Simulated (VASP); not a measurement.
The system is TePt.

```xyz
4
Lattice="1.9816 1.1441 6.6610 -1.9816 1.1441 6.6610 0.0000 -2.2881 6.6610" Properties=species:S:1:pos:R:3 pbc="T T T"
Te    0.0000    0.0000   11.9499
Te    0.0000    0.0000    8.0332
Pt    0.0000    0.0000   17.3920
Pt    0.0000    0.0000    2.5911
```

* Program: VASP 6.6.1
* Task: relaxation of cell and atoms
* Functional: PBEsol
* Dispersion: D3(BJ)
* Potentials or basis: VASP PAW PBE potentials, release 64 (Te, Pt)
* Cutoff: 600 eV
* k mesh: 12 × 12 × 12
* Occupations: gaussian, width 0.1 eV
* Spin: no spin polarisation

At the start: pressure -4.4 GPa; volume 22.65 Å³/atom.

Question: How do energy, volume and symmetry change on relaxing?

Answer: Over 32 steps the energy falls by 22.1 meV/atom and the volume is 21.28 Å³/atom (-6.1 %); space group R-3m (No. 166, to 0.1 Å) before and after.

The path:
| step | energy change (eV) | largest force (eV/Å) | pressure (GPa) | volume (Å³) |
| --- | --- | --- | --- | --- |
| 1 | 0.0000 | 0.1963 | -4.38 | 90.60 |
| 2 | 0.0858 | 1.2668 | 9.49 | 82.72 |
| 3 | -0.0449 | 0.4776 | 0.07 | 87.57 |
| 4 | -0.0660 | 0.3008 | 0.00 | 86.85 |
| 5 | -0.0745 | 0.3923 | 0.09 | 85.85 |
| 6 | -0.0851 | 0.2012 | -0.46 | 85.53 |
| 7 | -0.0862 | 0.1114 | -0.70 | 85.37 |
| 8 | -0.0806 | 0.1567 | 2.04 | 83.85 |
| 9 | -0.0877 | 0.0535 | 0.16 | 84.89 |
| 10 | -0.0882 | 0.0123 | 0.00 | 85.02 |
| 11 | -0.0882 | 0.0231 | -0.03 | 85.04 |
| 12 | -0.0883 | 0.0194 | 0.09 | 85.01 |
| 13 | -0.0883 | 0.0177 | 0.14 | 85.00 |
| 14 | -0.0883 | 0.0088 | 0.03 | 85.08 |
| 15 | -0.0883 | 0.0062 | -0.01 | 85.11 |
| 16 | -0.0883 | 0.0070 | -0.01 | 85.10 |
| 17 | -0.0883 | 0.0085 | 0.00 | 85.09 |
| 18 | -0.0884 | 0.0034 | 0.02 | 85.09 |
| 19 | -0.0884 | 0.0027 | 0.01 | 85.09 |
| 20 | -0.0884 | 0.0034 | 0.01 | 85.09 |
| 21 | -0.0884 | 0.0030 | 0.01 | 85.09 |
| 22 | -0.0884 | 0.0026 | 0.01 | 85.09 |
| 23 | -0.0884 | 0.0029 | 0.01 | 85.09 |
| 24 | -0.0884 | 0.0028 | 0.01 | 85.09 |
| 25 | -0.0884 | 0.0028 | 0.01 | 85.09 |
| 26 | -0.0884 | 0.0031 | 0.00 | 85.10 |
| 27 | -0.0884 | 0.0042 | -0.02 | 85.12 |
| 28 | -0.0884 | 0.0041 | -0.03 | 85.11 |
| 29 | -0.0884 | 0.0037 | -0.02 | 85.10 |
| 30 | -0.0884 | 0.0034 | -0.01 | 85.10 |
| 31 | -0.0884 | 0.0025 | -0.01 | 85.10 |
| 32 | -0.0884 | 0.0004 | 0.00 | 85.11 |

Final structure:
```
CELL_PARAMETERS angstrom
1.96159 1.13252 6.38488
-1.96159 1.13252 6.38488
0.00000 -2.26504 6.38488
ATOMIC_POSITIONS crystal
Te 0.60183 0.60183 0.60183
Te 0.39817 0.39817 0.39817
Pt 0.87082 0.87082 0.87082
Pt 0.12918 0.12918 0.12918
```

Caveat: the PAW data sets were made with another functional, which shifts forces and pressure a little.
